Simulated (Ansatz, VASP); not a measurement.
**One calculation of Cu3N, two programs**

```
Cu N
1.0
     3.90593    0.00000    0.00000
     0.00000    3.90593    0.00000
     0.00000    0.00000    3.90593
Cu N
3 1
Direct
  0.50000 0.00000 0.00000
  0.00000 0.50000 0.00000
  0.00000 0.00000 0.50000
  0.00000 0.00000 0.00000
```

Alike in both runs: task single point; functional PBE; k mesh 5 × 5 × 5; no spin polarisation.

|  | VASP | Ansatz |
| --- | --- | --- |
| version | VASP 6.6.1 | Ansatz 0.2.0 |
| potentials or method | VASP PAW PBE potentials, release 64 (Cu, N), cutoff 600 eV | plane waves, PAW |
| occupations | gaussian, width 0.01 eV | fixed |
| valence electrons in the cell | 38 | 62 |

Ansatz gave:

| Item | Value |
| --- | --- |
| pressure (GPa) | -6.3 |

Problem. Which values does VASP return?

Solution. Pressure (GPa): -5.8.

VASP's potentials hold 38 valence electrons a cell and Ansatz's 62, so a difference there can come from the potentials and not from the codes. Ansatz's warnings: stress scf threshold loose.
